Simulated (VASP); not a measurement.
Input of a VASP 6.6.1 run:

File INCAR:

```
SYSTEM = P
AGGAC = 0.0 ; ALDAC = 0.0
ALGO = Normal ; EDIFF = 1E-6
ENCUT = 520 ; GGA = PE
ISIF = 2 ; ISMEAR = -1
LASPH = .True. ; LCHARG = .False.
LREAL = .False. ; LWAVE = .False.
NBANDS = 18 ; NELM = 60
PREC = Accurate ; SIGMA = 0.05
```

File KPOINTS:

```
k-points
0
Gamma
  8 8 6
  0 0 0
```

The input POSCAR:

```
P
1.0
    1.7266047355     -7.5660659387      0.0000000000
    1.7266047355      7.5660659387      0.0000000000
    0.0000000000      0.0000000000      5.1102002178
P
4
Direct
    0.9287768473      0.0712231527      0.5998144242
    0.0712231527      0.9287768473      0.4001855758
    0.5712231527      0.4287768473      0.0998144242
    0.4287768473      0.5712231527      0.9001855758
```

Potentials or basis: VASP PAW PBE potentials, release 64 (P).

The run is started by

```bash
$ cat potpaw_PBE.64/P/POTCAR > POTCAR
$ mpirun -np 1 vasp_std > vasp.out
```

Predict the pressure.

-0.1 GPa.

Predict the largest force.

0.028 eV/Å.

What does it give for the band gap on the k mesh?

0.96 eV.

Stress tensor (GPa, compression positive):
```
-0.12  0.00  0.00
 0.00 -0.07  0.00
 0.00  0.00 -0.17
```

A k mesh can miss the band edges.
